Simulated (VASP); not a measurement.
# SnO2 (Pbcn) in VASP: notebook, part 2 of 3

VASP 6.6.1.

## 3. Single point, r2SCAN

This run uses another cell than the first one, of 11.91 Å³/atom.

File POSCAR:

```
SnO2
1.0
    4.7351461700      0.0000000000      0.0000000000
    0.0000000000      5.7509122300      0.0000000000
    0.0000000000      0.0000000000      5.2471142500
Sn O
4 8
Direct
    0.5000000000      0.6654477500      0.7500000000
    0.0000000000      0.8345522500      0.2500000000
    0.5000000000      0.3345522500      0.2500000000
    0.0000000000      0.1654477500      0.7500000000
    0.7303050400      0.6071234700      0.0786035800
    0.2303050400      0.8928765300      0.9213964200
    0.7696949600      0.8928765300      0.5786035800
    0.2696949600      0.6071234700      0.4213964200
    0.7303050400      0.3928765300      0.5786035800
    0.2303050400      0.1071234700      0.4213964200
    0.7696949600      0.1071234700      0.0786035800
    0.2696949600      0.3928765300      0.9213964200
```

File INCAR.step1:

```
ALGO     = Normal         # electronic algorithm
EDIFF    = 1E-4           # SCF threshold, eV
ENCUT    = 520            # plane-wave cutoff, eV
GGA      = PE             # functional
ISMEAR   = 0              # smearing method
LASPH    = True           # aspherical terms in the spheres
LCHARG   = False          # write CHGCAR
LREAL    = False          # projectors in reciprocal space
LWAVE    = True           # write WAVECAR
NBANDS   = 64             # bands
NELM     = 100            # most SCF steps
PREC     = Accurate       # precision mode
SIGMA    = 0.02           # smearing width, eV
```

File INCAR.step2:

```
ALGO     = Normal         # electronic algorithm
EDIFF    = 1E-6           # SCF threshold, eV
ENCUT    = 520            # plane-wave cutoff, eV
ISIF     = 2              # what is computed and relaxed
ISMEAR   = 0              # smearing method
ISTART   = 1            
LASPH    = True           # aspherical terms in the spheres
LCHARG   = True           # write CHGCAR
LELF     = True           # ELF
LMIXTAU  = True         
LREAL    = False          # projectors in reciprocal space
LVHAR    = True         
LWAVE    = False          # write WAVECAR
METAGGA  = R2SCAN         # meta-GGA
NBANDS   = 64             # bands
NELM     = 100            # most SCF steps
PREC     = Accurate       # precision mode
SIGMA    = 0.02           # smearing width, eV
```

File KPOINTS:

```
k-points
0
Gamma
  6 6 6
```

Potentials or basis: VASP PAW PBE potentials, release 64 (Sn_d, O).

Run with:

```console
cat potpaw_PBE.64/Sn_d/POTCAR potpaw_PBE.64/O/POTCAR > POTCAR
cp INCAR.step1 INCAR
mpirun -np 1 vasp_std > vasp.out
cp INCAR.step2 INCAR
mpirun -np 1 vasp_std > vasp.out
```

OUTCAR:

```text
EDIFF = 1E-6
   ENCUT = 520
   ISIF = 2
   ISMEAR = 0
   ISTART = 1
   LASPH = True
   LREAL = False
   METAGGA = R2SCAN
   NELM = 100
   PREC = Accurate

 ion  position               nearest neighbor table
   1  0.500  0.665  0.750-   6 2.04   7 2.04   5 2.07   8 2.07   9 2.11  12 2.11   3 3.24   3 3.24
                             2 3.67   2 3.67   2 3.67   2 3.67   4 3.72   4 3.72   4 3.72   4 3.72
   2  0.000  0.835  0.250-   5 2.04   8 2.04   7 2.07   6 2.07  10 2.11  11 2.11   4 3.24   4 3.24
                             1 3.67   1 3.67   1 3.67   1 3.67   3 3.72   3 3.72   3 3.72   3 3.72
   3  0.500  0.335  0.250-  10 2.04  11 2.04   9 2.07  12 2.07   5 2.11   8 2.11   1 3.24   1 3.24
                             4 3.67   4 3.67   4 3.67   4 3.67   2 3.72   2 3.72   2 3.72   2 3.72
   4  0.000  0.165  0.750-   9 2.04  12 2.04  11 2.07  10 2.07   6 2.11   7 2.11   2 3.24   2 3.24
                             3 3.67   3 3.67   3 3.67   3 3.67   1 3.72   1 3.72   1 3.72   1 3.72
   5  0.730  0.607  0.079-   2 2.04   1 2.07   3 2.11
   6  0.230  0.893  0.921-   1 2.04   2 2.07   4 2.11
   7  0.770  0.893  0.579-   1 2.04   2 2.07   4 2.11
   8  0.270  0.607  0.421-   2 2.04   1 2.07   3 2.11
   9  0.730  0.393  0.579-   4 2.04   3 2.07   1 2.11
  10  0.230  0.107  0.421-   3 2.04   4 2.07   2 2.11
  11  0.770  0.107  0.079-   3 2.04   4 2.07   2 2.11
  12  0.270  0.393  0.921-   4 2.04   3 2.07   1 2.11

  LATTYP: Found a simple orthorhombic cell.
 ALAT       =     4.7351461700
 B/A-ratio  =     1.1081208608
 C/A-ratio  =     1.2145163050

  Lattice vectors:

 A1 = (  -4.7351461700,   0.0000000000,   0.0000000000)
 A2 = (   0.0000000000,   0.0000000000,   5.2471142500)
 A3 = (   0.0000000000,   5.7509122300,   0.0000000000)

Analysis of symmetry for initial positions (statically):
=====================================================================
 Subroutine PRICEL returns:
 Original cell was already a primitive cell.

 Routine SETGRP: Setting up the symmetry group for a
 simple orthorhombic supercell.

 Subroutine GETGRP returns: Found  8 space group operations
 (whereof  2 operations were pure point group operations)
 out of a pool of  8 trial point group operations.

The static configuration has the point symmetry S_2 .
 The point group associated with its full space group is D_2h.

Analysis of symmetry for dynamics (positions and initial velocities):
=====================================================================
 Subroutine PRICEL returns:
 Original cell was already a primitive cell.

 Routine SETGRP: Setting up the symmetry group for a
 simple orthorhombic supercell.

 Subroutine GETGRP returns: Found  8 space group operations
 (whereof  2 operations were pure point group operations)
 out of a pool of  8 trial point group operations.

The dynamic configuration has the point symmetry S_2 .
 The point group associated with its full space group is D_2h.

 Subroutine INISYM returns: Found  8 space group operations
 (whereof  2 operations are pure point group operations),
 and found     1 'primitive' translations

----------------------------------------------------------------------------------------

                                     Primitive cell

  volume of cell :     142.8863

  direct lattice vectors                    reciprocal lattice vectors
[... 94 lines left out ...]
   ions per type =               4   8
   NGX,Y,Z   is equivalent  to a cutoff of  12.64, 13.88, 12.67 a.u.
   NGXF,Y,Z  is equivalent  to a cutoff of  25.28, 27.75, 25.35 a.u.
 SYSTEM =  unknown system
   PREC   = accura    normal or accurate (medium, high low for compatibility)
   ISTART =      1    job   : 0-new  1-cont  2-samecut
   ICHARG =      0    charge: 1-file 2-atom 10-const
   ISPIN  =      1    spin polarized calculation?
   LNONCOLLINEAR =      F non collinear calculations
   LSORBIT =      F    spin-orbit coupling
   LASPH  =      T    aspherical Exc in radial PAW
   ENCUT  =  520.0 eV  38.22 Ry    6.18 a.u.   8.80 10.69  9.76*2*pi/ulx,y,z
   NELM   =    100;   NELMIN=  2; NELMDL=  0     # of ELM steps
   EDIFF  = 0.1E-05   stopping-criterion for ELM
   LREAL  =      F    real-space projection
   EDIFFG = 0.1E-04   stopping-criterion for IOM
   NSW    =      0    number of steps for IOM
   IBRION =     -1    ionic relax: 0-MD 1-quasi-New 2-CG
   NFREE  =      0    steps in history (QN), initial steepest desc. (CG)
   ISIF   =      2    stress and relaxation
   ISYM   =      2    0-nonsym 1-usesym 2-fastsym
   POTIM  = 0.5000    time-step for ionic-motion
   TEBEG  =    0.0;   TEEND  =   0.0 temperature during run
   PSTRESS=    0.0 pullay stress
   NELECT =     104.0000    total number of electrons
   NUPDOWN=      -1.0000    fix difference up-down
   EMIN   =  10.00;   EMAX   =-10.00  energy-range for DOS
   EFERMI =   0.00;   METHOD = LEGACY
   ISMEAR =     0;   SIGMA  =   0.02  broadening in eV -4-tet -1-fermi 0-gaus
   EFERMI_NEDOS =   21; number of points for ismear=-14 and -15
   IALGO  =     38    algorithm
   IMIX   =      4    mixing-type and parameters
     AMIX     =   0.40;   BMIX     =  1.00
     AMIX_MAG =   1.60;   BMIX_MAG =  1.00
  volume/ion in A,a.u.               =      11.91        80.35
  Fermi-wavevector in a.u.,A,eV,Ry     =   1.472614  2.782838 29.505504  2.168593
  Thomas-Fermi vector in A             =   2.587608
   LORBIT       =      0    0 simple, 1 ext, 2 COOP (PROOUT), +10 PAW based schemes
   METAGGA = R2SCAN    functional components
   LHFCALC =     F    Hartree Fock is set to
   AEXX    =    0.0000 exact exchange contribution
   IVDW    =     0    specifies the selected vdW correction
   LEPSILON=     F    determine dielectric tensor
   LRPA    =     F    only Hartree local field effects (RPA)
 non-spin polarized calculation
 Gauss-broadening in eV      SIGMA  =   0.02
  energy-cutoff  :      520.00
  volume of cell :      142.89
 maximum number of plane-waves:      3886
 NGX is ok and might be reduce to    36
   NGX = 17   NGY = 21   NGZ = 19

 number of electron     103.9999989 magnetization

 Free energy of the ion-electron system (eV)
  ---------------------------------------------------
  ext. energy  EPLUGINS =         0.00000000
  ---------------------------------------------------
  free energy    TOTEN  =      -169.05981297 eV

  energy without entropy =     -169.05981297  energy(sigma->0) =     -169.05981297

 E-fermi :   5.5800     XC(G=0): -12.0909

 val. band max:        5.4200878279   @ k =   0.3333   0.0000   0.0000
 cond. band min:       7.4771676623   @ k =   0.0000   0.0000   0.0000
 fundamental gap:      2.0570798344
 Fermi energy:         5.5800238466

 k-point     1 :       0.0000    0.0000    0.0000
  band No.  band energies     occupation
      1     -15.8752      2.00000
      2     -15.7132      2.00000
      3     -15.6259      2.00000
      4     -15.2938      2.00000
      5     -15.1322      2.00000
      6     -14.8877      2.00000
[... 1597 lines left out ...]
     63      17.2742      0.00000
     64      17.2743      0.00000

 [... further k-points ...]

------------------------ aborting loop because EDIFF is reached ----------------------------------------

  FORCE on cell =-STRESS in cart. coord.  units (eV):
  Direction    XX          YY          ZZ          XY          YZ          ZX
  --------------------------------------------------------------------------------------
  -------------------------------------------------------------------------------------
  Total        0.2286133      0.1391445      0.1359881      0.0000000      0.0000000      0.0000000
  in kB        2.5634298      1.5602204      1.5248275      0.0000000      0.0000000      0.0000000
  external PRESSURE =       1.8828259 kB  Pullay stress =       0.0000000 kB

 VOLUME and BASIS-vectors are now :
 -----------------------------------------------------------------------------
  energy-cutoff  :      520.00
  volume of cell :      142.89
      direct lattice vectors                 reciprocal lattice vectors
     4.735146170  0.000000000  0.000000000     0.211186722  0.000000000  0.000000000
     0.000000000  5.750912230  0.000000000     0.000000000  0.173885457  0.000000000
     0.000000000  0.000000000  5.247114250     0.000000000  0.000000000  0.190580946

 POSITION                                       TOTAL-FORCE (eV/Angst)
 -----------------------------------------------------------------------------------
      2.36757      3.82693      3.93534         0.000000     -0.009695      0.000000
      0.00000      4.79944      1.31178         0.000000      0.009695      0.000000
      2.36757      1.92398      1.31178         0.000000      0.009695      0.000000
      0.00000      0.95148      3.93534         0.000000     -0.009695      0.000000
      3.45810      3.49151      0.41244        -0.011767      0.004852      0.005945
      1.09053      5.13485      4.83467        -0.011767     -0.004852     -0.005945
      3.64462      5.13485      3.03600         0.011767     -0.004852      0.005945
      1.27705      3.49151      2.21112         0.011767      0.004852     -0.005945
      3.45810      2.25940      3.03600        -0.011767     -0.004852      0.005945
      1.09053      0.61606      2.21112        -0.011767      0.004852     -0.005945
      3.64462      0.61606      0.41244         0.011767      0.004852      0.005945
      1.27705      2.25940      4.83467         0.011767     -0.004852     -0.005945
 -----------------------------------------------------------------------------------
    total drift:                               -0.000000      0.000000      0.000000

  FREE ENERGIE OF THE ION-ELECTRON SYSTEM (eV)
  ---------------------------------------------------
  free  energy   TOTEN  =      -169.0598129691 eV

  energy  without entropy=     -169.0598129691  energy(sigma->0) =     -169.05981297
```

Wall time 54 min (1 thread of Oxide Virtual Turin-like, shared host); peak memory 0.51 GiB.

Results:

* Free energy: -169.0598 eV
* Pressure: 0.2 GPa
* Largest force: 0.014 eV/Å
* Band gap on the k mesh: 2.06 eV (least direct gap 2.06 eV)

Forces on the atoms (eV/Å):
```
Sn   0.000 -0.010  0.000
Sn   0.000  0.010  0.000
Sn   0.000  0.010  0.000
Sn   0.000 -0.010  0.000
O   -0.012  0.005  0.006
O   -0.012 -0.005 -0.006
O    0.012 -0.005  0.006
O    0.012  0.005 -0.006
O   -0.012 -0.005  0.006
O   -0.012  0.005 -0.006
O    0.012  0.005  0.006
O    0.012 -0.005 -0.006
```

Stress tensor (GPa, compression positive):
```
0.26 0.00 0.00
0.00 0.16 0.00
0.00 0.00 0.15
```

Caveat: the PAW data sets were made with another functional, which shifts forces and pressure a little; spin-orbit coupling is left out, which moves the levels of the heavy elements.

(Part 2 of 3 ends here.)
